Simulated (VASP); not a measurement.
# KF (Fm-3m) in VASP: a series of runs

The runs below take KF through single point, with PBE+U.

Program: VASP 6.6.1. These are calculated values, not measurements. Logs are shortened: lines on timing, memory, paths and dates and some standing lists are left out, and cuts for length are marked.

### 1 The cell of the first run

Symmetry: Fm-3m, No. 225, cubic system. Conventional cell: a = 5.309 Å, b = 5.309 Å, c = 5.309 Å, α = 90.00°, β = 90.00°, γ = 90.00°. Within 3.5 Å of K (site symmetry m-3m) lie 6 F at 2.65 Å. F (site symmetry m-3m) has 6 K at 2.65 Å within 3.5 Å.

### 2 Single point, PBE+U

The input, INCAR:

```
SYSTEM = KF
PREC = Accurate
ENCUT = 600
EDIFF = 1E-6
ISMEAR = 0
SIGMA = 0.01
LREAL = .FALSE.
LASPH = .TRUE.
NELM = 200
ALGO = Normal
ISIF = 2
LWAVE = .FALSE.
LCHARG = .FALSE.
LDAU = .TRUE.
LDAUTYPE = 2
LDAUL = -1 1
LDAUU = 0 1
LDAUJ = 0 0
LDAUPRINT = 1
GGA = PE
NBANDS = 15
GGA_COMPAT = .FALSE.
```

The input, KPOINTS:

```
Automatic mesh
0
G
  8 8 8
  0 0 0
```

The input, POSCAR:

```
KF
1.0
    0.0000000000      2.6544134050      2.6544134050
    2.6544134050      0.0000000000      2.6544134050
    2.6544134050      2.6544134050      0.0000000000
K F
1 1
Direct
    0.9780000000      0.5070000000      0.0770000000
    1.4780000000      1.0070000000      0.5770000000
```

Potentials or basis: VASP PAW PBE potentials, release 64 (K_sv, F).

Command:

```
$ cat potpaw_PBE.64/K_sv/POTCAR potpaw_PBE.64/F/POTCAR > POTCAR
$ mpirun -np 1 vasp_std > vasp.out
```

OUTCAR:

```text
SYSTEM = KF
   PREC = Accurate
   ENCUT = 600
   EDIFF = 1E-6
   ISMEAR = 0
   LREAL = .FALSE.
   LASPH = .TRUE.
   NELM = 200
   ISIF = 2
   GGA = PE

 ion  position               nearest neighbor table
   1  0.978  0.507  0.077-   2 2.65   2 2.65   2 2.65   2 2.65   2 2.65   2 2.65
   2  0.478  0.007  0.577-   1 2.65   1 2.65   1 2.65   1 2.65   1 2.65   1 2.65

  LATTYP: Found a face centered cubic cell.
 ALAT       =     5.3088268100

  Lattice vectors:

 A1 = (   0.0000000000,   2.6544134050,   2.6544134050)
 A2 = (   2.6544134050,   0.0000000000,   2.6544134050)
 A3 = (   2.6544134050,   2.6544134050,   0.0000000000)

Analysis of symmetry for initial positions (statically):
=====================================================================
 Subroutine PRICEL returns:
 Original cell was already a primitive cell.

 Routine SETGRP: Setting up the symmetry group for a
 face centered cubic supercell.

 Subroutine GETGRP returns: Found 48 space group operations
 (whereof  1 operations were pure point group operations)
 out of a pool of 48 trial point group operations.

The static configuration has the point symmetry C_1 .
 The point group associated with its full space group is O_h .

Analysis of symmetry for dynamics (positions and initial velocities):
=====================================================================
 Subroutine PRICEL returns:
 Original cell was already a primitive cell.

 Routine SETGRP: Setting up the symmetry group for a
 face centered cubic supercell.

 Subroutine GETGRP returns: Found 48 space group operations
 (whereof  1 operations were pure point group operations)
 out of a pool of 48 trial point group operations.

The dynamic configuration has the point symmetry C_1 .
 The point group associated with its full space group is O_h .

 Subroutine INISYM returns: Found 48 space group operations
 (whereof  1 operations are pure point group operations),
 and found     1 'primitive' translations

----------------------------------------------------------------------------------------

                                     Primitive cell

  volume of cell :      37.4055

  direct lattice vectors                    reciprocal lattice vectors
     0.000000000  2.654413405  2.654413405    -0.188365535  0.188365535  0.188365535
     2.654413405  0.000000000  2.654413405     0.188365535 -0.188365535  0.188365535
     2.654413405  2.654413405  0.000000000     0.188365535  0.188365535 -0.188365535

  length of vectors
     3.753907437  3.753907437  3.753907437     0.326258676  0.326258676  0.326258676

  position of ions in fractional coordinates (direct lattice)
     0.978000000  0.507000000  0.077000000
     0.478000000  0.007000000  0.577000000

  ion indices of the primitive-cell ions
   primitive index   ion index
                 1           1
                 2           2

----------------------------------------------------------------------------------------

 KPOINTS: Automatic mesh

Automatic generation of k-mesh.
 Grid dimensions read from file:
 generate k-points for:    8    8    8

 Generating k-lattice:

  Cartesian coordinates                     Fractional coordinates (reciprocal lattice)
    -0.023545692  0.023545692  0.023545692     0.125000000  0.000000000  0.000000000
     0.023545692 -0.023545692  0.023545692     0.000000000  0.125000000  0.000000000
     0.023545692  0.023545692 -0.023545692     0.000000000  0.000000000  0.125000000

  Length of vectors
     0.040782335  0.040782335  0.040782335

  Shift w.r.t. Gamma in fractional coordinates (k-lattice)
     0.000000000  0.000000000  0.000000000

 Subroutine IBZKPT returns following result:
 ===========================================

 Found     29 irreducible k-points:

 Following reciprocal coordinates:
            Coordinates               Weight
  0.000000  0.000000  0.000000      1.000000
  0.125000  0.000000  0.000000      8.000000
  0.250000  0.000000  0.000000      8.000000
  0.375000  0.000000  0.000000      8.000000
  0.500000  0.000000  0.000000      4.000000
  0.125000  0.125000  0.000000      6.000000
[... 16 lines left out ...]
  0.500000  0.250000  0.125000     48.000000
 -0.375000  0.250000  0.125000     24.000000
 [... further k-points ...]
   k-points           NKPTS =     29   k-points in BZ     NKDIM =     29   number of bands    NBANDS=     15
   number of dos      NEDOS =    301   number of ions     NIONS =      2
   total plane-waves  NPLWV =  27000
   dimension x,y,z NGX =    30 NGY =   30 NGZ =   30
   dimension x,y,z NGXF=    60 NGYF=   60 NGZF=   60
   ions per type =               1   1
   NGX,Y,Z   is equivalent  to a cutoff of  13.29, 13.29, 13.29 a.u.
   NGXF,Y,Z  is equivalent  to a cutoff of  26.57, 26.57, 26.57 a.u.
 SYSTEM =  KF
   PREC   = accura    normal or accurate (medium, high low for compatibility)
   ISTART =      0    job   : 0-new  1-cont  2-samecut
   ICHARG =      2    charge: 1-file 2-atom 10-const
   ISPIN  =      1    spin polarized calculation?
   LNONCOLLINEAR =      F non collinear calculations
   LSORBIT =      F    spin-orbit coupling
   LASPH  =      T    aspherical Exc in radial PAW
   ENCUT  =  600.0 eV  44.10 Ry    6.64 a.u.   7.50  7.50  7.50*2*pi/ulx,y,z
   NELM   =    200;   NELMIN=  2; NELMDL= -5     # of ELM steps
   EDIFF  = 0.1E-05   stopping-criterion for ELM
   LREAL  =      F    real-space projection
   EDIFFG = 0.1E-04   stopping-criterion for IOM
   NSW    =      0    number of steps for IOM
   IBRION =     -1    ionic relax: 0-MD 1-quasi-New 2-CG
   NFREE  =      0    steps in history (QN), initial steepest desc. (CG)
   ISIF   =      2    stress and relaxation
   ISYM   =      2    0-nonsym 1-usesym 2-fastsym
   POTIM  = 0.5000    time-step for ionic-motion
   TEBEG  =    0.0;   TEEND  =   0.0 temperature during run
   PSTRESS=    0.0 pullay stress
   NELECT =      16.0000    total number of electrons
   NUPDOWN=      -1.0000    fix difference up-down
   EMIN   =  10.00;   EMAX   =-10.00  energy-range for DOS
   EFERMI =   0.00;   METHOD = LEGACY
   ISMEAR =     0;   SIGMA  =   0.01  broadening in eV -4-tet -1-fermi 0-gaus
   EFERMI_NEDOS =   21; number of points for ismear=-14 and -15
   IALGO  =     38    algorithm
   IMIX   =      4    mixing-type and parameters
     AMIX     =   0.40;   BMIX     =  1.00
     AMIX_MAG =   1.60;   BMIX_MAG =  1.00
  volume/ion in A,a.u.               =      18.70       126.21
  Fermi-wavevector in a.u.,A,eV,Ry     =   1.233492  2.330962 20.701292  1.521502
  Thomas-Fermi vector in A             =   2.368220
   LORBIT       =      0    0 simple, 1 ext, 2 COOP (PROOUT), +10 PAW based schemes
 LDA+U is selected, type is set to LDAUTYPE =  2
   angular momentum for each species LDAUL =    -1    1
   U (eV)           for each species LDAUU =   0.0  1.0
   J (eV)           for each species LDAUJ =   0.0  0.0
   GGA     = PE    functional components
   LHFCALC =     F    Hartree Fock is set to
   AEXX    =    0.0000 exact exchange contribution
   IVDW    =     0    specifies the selected vdW correction
   LEPSILON=     F    determine dielectric tensor
   LRPA    =     F    only Hartree local field effects (RPA)
 non-spin polarized calculation
 Gauss-broadening in eV      SIGMA  =   0.01
  energy-cutoff  :      600.00
  volume of cell :       37.41
 maximum number of plane-waves:      1283
 NGX is ok and might be reduce to    30
   NGX = 15   NGY = 15   NGZ = 15

 number of electron      16.0000001 magnetization

 Free energy of the ion-electron system (eV)
  ---------------------------------------------------
  ext. energy  EPLUGINS =         0.00000000
  ---------------------------------------------------
  free energy    TOTEN  =        -7.69612226 eV

  energy without entropy =       -7.69612226  energy(sigma->0) =       -7.69612226

 E-fermi :  -2.7572     XC(G=0):  -8.4835

 val. band max:       -2.8297707541   @ k =   0.0000   0.0000   0.0000
 cond. band min:       3.5303389375   @ k =   0.0000   0.0000   0.0000
 fundamental gap:      6.3601096916
 Fermi energy:        -2.7571879805

 k-point     1 :       0.0000    0.0000    0.0000
  band No.  band energies     occupation
      1     -28.8488      2.00000
      2     -21.3101      2.00000
      3     -12.0853      2.00000
      4     -12.0853      2.00000
      5     -12.0853      2.00000
      6      -2.8298      2.00000
      7      -2.8298      2.00000
      8      -2.8298      2.00000
      9       3.5303      0.00000
     10       7.9776      0.00000
     11       7.9776      0.00000
     12       7.9776      0.00000
     13       9.6761      0.00000
     14       9.6761      0.00000
     15      14.3222      0.00000

 k-point     2 :       0.1250    0.0000    0.0000
  band No.  band energies     occupation
      1     -28.8339      2.00000
      2     -21.3242      2.00000
      3     -12.1273      2.00000
      4     -12.0909      2.00000
      5     -12.0909      2.00000
      6      -2.9714      2.00000
      7      -2.8844      2.00000
      8      -2.8844      2.00000
      9       3.9675      0.00000
     10       7.7295      0.00000
     11       8.1911      0.00000
     12       8.1911      0.00000
     13       9.8246      0.00000
     14       9.8246      0.00000
     15      15.0833      0.00000
[... 365 lines left out ...]
      3     -12.3738      2.00000
      4     -12.2966      2.00000
      5     -12.1525      2.00000
      6      -3.3976      2.00000
      7      -3.1362      2.00000
      8      -2.9871      2.00000
      9       6.5521      0.00000
     10       6.9836      0.00000
     11       9.0903      0.00000
     12       9.9031      0.00000
     13      10.8613      0.00000
     14      11.8442      0.00000
     15      13.6902      0.00000

 k-point    24 :      -0.3750    0.2500    0.1250
  band No.  band energies     occupation
      1     -28.7329      2.00000
      2     -21.3828      2.00000
      3     -12.4204      2.00000
      4     -12.3143      2.00000
      5     -12.1602      2.00000
      6      -3.4042      2.00000
      7      -3.1134      2.00000
      8      -3.0861      2.00000
      9       6.7119      0.00000
     10       7.4354      0.00000
     11       9.0360      0.00000
     12      10.0587      0.00000
     13      11.3385      0.00000
     14      12.4240      0.00000
     15      12.7186      0.00000

 [... further k-points ...]

------------------------ aborting loop because EDIFF is reached ----------------------------------------

  FORCE on cell =-STRESS in cart. coord.  units (eV):
  Direction    XX          YY          ZZ          XY          YZ          ZX
  --------------------------------------------------------------------------------------
  -------------------------------------------------------------------------------------
  Total        0.4588043      0.4588043      0.4588043     -0.0000000     -0.0000000      0.0000000
  in kB       19.6518020     19.6518020     19.6518020     -0.0000000     -0.0000000      0.0000000
  external PRESSURE =      19.6518020 kB  Pullay stress =       0.0000000 kB

 VOLUME and BASIS-vectors are now :
 -----------------------------------------------------------------------------
  energy-cutoff  :      600.00
  volume of cell :       37.41
      direct lattice vectors                 reciprocal lattice vectors
     0.000000000  2.654413405  2.654413405    -0.188365535  0.188365535  0.188365535
     2.654413405  0.000000000  2.654413405     0.188365535 -0.188365535  0.188365535
     2.654413405  2.654413405  0.000000000     0.188365535  0.188365535 -0.188365535

 POSITION                                       TOTAL-FORCE (eV/Angst)
 -----------------------------------------------------------------------------------
      1.55018      2.80041      3.94180         0.000000     -0.000000      0.000000
      1.55018      2.80041      1.28739        -0.000000      0.000000     -0.000000
 -----------------------------------------------------------------------------------
    total drift:                               -0.000004     -0.000053     -0.000010

  FREE ENERGIE OF THE ION-ELECTRON SYSTEM (eV)
  ---------------------------------------------------
  free  energy   TOTEN  =        -7.6961222584 eV

  energy  without entropy=       -7.6961222584  energy(sigma->0) =       -7.69612226
```

It took 18 s on 1 thread of Intel Xeon Platinum 8259CL at 2.50GHz (Skylake/Cascade Lake), shared host; peak memory 0.17 GiB.

Results:

```yaml
Free_energy: -7.6961 eV
Pressure: 2.0 GPa
Band_gap_on_the_k_mesh: 6.36 eV
```

Levels at points of the mesh, in eV from the valence-band top:
| k point | band 4 | band 5 | band 6 | band 7 | band 8 | band 9 | band 10 | band 11 | band 12 | band 13 |
| --- | --- | --- | --- | --- | --- | --- | --- | --- | --- | --- |
| (0.00, 0.00, 0.00) | -9.26 | -9.26 | 0.00 | 0.00 | 0.00 | 6.36 | 10.81 | 10.81 | 10.81 | 12.51 |
| (0.50, 0.00, 0.00) | -9.29 | -9.29 | -0.80 | -0.36 | -0.36 | 9.21 | 10.84 | 12.23 | 12.23 | 14.50 |
| (0.50, 0.50, 0.00) | -9.48 | -9.48 | -0.20 | -0.05 | -0.05 | 8.29 | 10.50 | 12.04 | 13.79 | 14.42 |

A k mesh can miss the band edges.

### 3 Single point, PBE+U

The input, INCAR:

```
PREC = Accurate ; ENCUT = 600
EDIFF = 1E-6 ; ISMEAR = -1
SIGMA = 0.008617333262145177 ; LREAL = False
LASPH = True ; NELM = 200
ALGO = Normal ; ISIF = 2
LWAVE = False ; LCHARG = False
LDAU = True ; LDAUTYPE = 2
LDAUL = -1 1 ; LDAUU = 0 1.8
LDAUJ = 0 0 ; LDAUPRINT = 1
GGA = PE ; NBANDS = 15
GGA_COMPAT = False
```

The input, KPOINTS:

```
Automatic mesh
0
Gamma
  8 8 8
```

The input, POSCAR:

```
KF
1.0
    0.0000000000      2.6544134050      2.6544134050
    2.6544134050      0.0000000000      2.6544134050
    2.6544134050      2.6544134050      0.0000000000
K F
1 1
Direct
    0.0000000000      0.0000000000      0.0000000000
    0.5000000000      0.5000000000      0.5000000000
```

Potentials or basis: VASP PAW PBE potentials, release 64 (K_sv, F).

Command:

```
$ cat potpaw_PBE.64/K_sv/POTCAR potpaw_PBE.64/F/POTCAR > POTCAR
$ mpirun -np 1 vasp_std > vasp.out
```

Run time: 17 s. Hardware: 1 thread of Intel Xeon Platinum 8259CL at 2.50GHz (Skylake/Cascade Lake), shared host; peak memory 0.17 GiB.

The run converged. Its results:

| Item | Value |
| --- | --- |
| Free energy | -7.2290 eV |
| Pressure | 1.8 GPa |
| Band gap on the k mesh | 6.43 eV |

Levels at points of the mesh, in eV from the valence-band top:
```csv
k point,band 5,band 6,band 7,band 8,band 9,band 10,band 11,band 12
"(0.00, 0.00, 0.00)",-9.20,0.00,0.00,0.00,6.43,10.87,10.87,10.87
"(0.50, 0.00, 0.00)",-9.24,-0.79,-0.36,-0.36,9.26,10.91,12.28,12.28
"(0.50, 0.50, 0.00)",-9.43,-0.19,-0.05,-0.05,8.36,10.57,12.09,13.85
```

A k mesh can miss the band edges.

### 4 Single point, PBE+U

The input, INCAR:

```
PREC = Accurate
ENCUT = 600
EDIFF = 1E-6
ISMEAR = 0
SIGMA = 0.1
LREAL = False
LASPH = True
NELM = 200
ALGO = Normal
ISIF = 2
LWAVE = False
LCHARG = True
LDAU = True
LDAUTYPE = 2
LDAUL = -1 1
LDAUU = 0 1.8
LDAUJ = 0 0
LDAUPRINT = 1
GGA = PE
LELF = True
LVHAR = True
NBANDS = 15
GGA_COMPAT = False
```

The input, KPOINTS:

```
Automatic mesh
0
Gamma
  3 3 3
```

POSCAR is that of step 3.

Command:

```
$ cat potpaw_PBE.64/K_sv/POTCAR potpaw_PBE.64/F/POTCAR > POTCAR
$ mpirun -np 1 vasp_std > vasp.out
```

It took 4.7 s on 1 thread of AMD EPYC 7R43 (Zen 3), shared host; peak memory 0.12 GiB.

Results (log left out):

```yaml
Free_energy: -7.2283 eV
Pressure: 1.8 GPa
Band_gap_on_the_k_mesh: 6.43 eV
```

Levels at points of the mesh, in eV from the valence-band top:
| k point | band 4 | band 5 | band 6 | band 7 | band 8 | band 9 | band 10 | band 11 | band 12 | band 13 |
| --- | --- | --- | --- | --- | --- | --- | --- | --- | --- | --- |
| (0.00, 0.00, 0.00) | -9.21 | -9.21 | 0.00 | 0.00 | 0.00 | 6.43 | 10.86 | 10.86 | 10.86 | 12.56 |

Caveat: the k points lie up to 0.68 Å⁻¹ apart.

### 5 Single point, PBE+U

The input, INCAR:

```
  PREC = Accurate
  ENCUT = 600
  EDIFF = 1E-6
  ISMEAR = -5
  SIGMA = 0.1
  LREAL = F
  LASPH = T
  NELM = 200
  ALGO = Normal
  ISIF = 2
  LWAVE = F
  LCHARG = T
  LDAU = T
  LDAUTYPE = 2
  LDAUL = -1 1
  LDAUU = 0 7.5
  LDAUJ = 0 0
  LDAUPRINT = 1
  GGA = PE
  LELF = T
  LVHAR = T
  NBANDS = 15
  GGA_COMPAT = F
```

The input, KPOINTS:

```
Automatic mesh
0
Gamma
  6 6 6
```

POSCAR is that of step 4.

Command:

```
$ cat potpaw_PBE.64/K_sv/POTCAR potpaw_PBE.64/F/POTCAR > POTCAR
$ mpirun -np 1 vasp_std > vasp.out
```

Run time: 10 s. Hardware: 1 thread of AMD EPYC 7R43 (Zen 3), shared host; peak memory 0.13 GiB.

Results (log left out):

* Free energy: -3.9602 eV
* Pressure: 0.8 GPa
* Band gap on the k mesh: 7.00 eV

Levels at points of the mesh, in eV from the valence-band top:
```
           k point  band 5  band 6  band 7  band 8  band 9  band 10  band 11  band 12
(0.00, 0.00, 0.00)   -8.80    0.00    0.00    0.00    7.00    11.33    11.33    11.33
(0.50, 0.00, 0.00)   -8.83   -0.72   -0.33   -0.33    9.64    11.46    12.69    12.69
(0.50, 0.50, 0.00)   -9.02   -0.15   -0.04   -0.04    8.84    11.11    12.51    14.30
```

### 6 Overview

```tsv
U	k mesh	smearing	gap on the mesh (eV)	pressure (GPa)
F p U = 1.0 eV	8 × 8 × 8	gaussian 0.01 eV	6.36	2.0
F p U = 1.8 eV	8 × 8 × 8	fermi-dirac 0.00861733 eV	6.43	1.8
F p U = 1.8 eV	3 × 3 × 3	gaussian 0.1 eV	6.43	1.8
F p U = 7.5 eV	6 × 6 × 6	tetrahedron	7.00	0.8
```

Alike in all rows: task single point; level PBE+U; potentials or basis VASP PAW PBE potentials, release 64 (K_sv, F); no spin polarisation; cell as given; cutoff (eV) 600.

Caveats: some runs use coarse meshes.

Absolute energies hang on the potentials; compare differences alone.
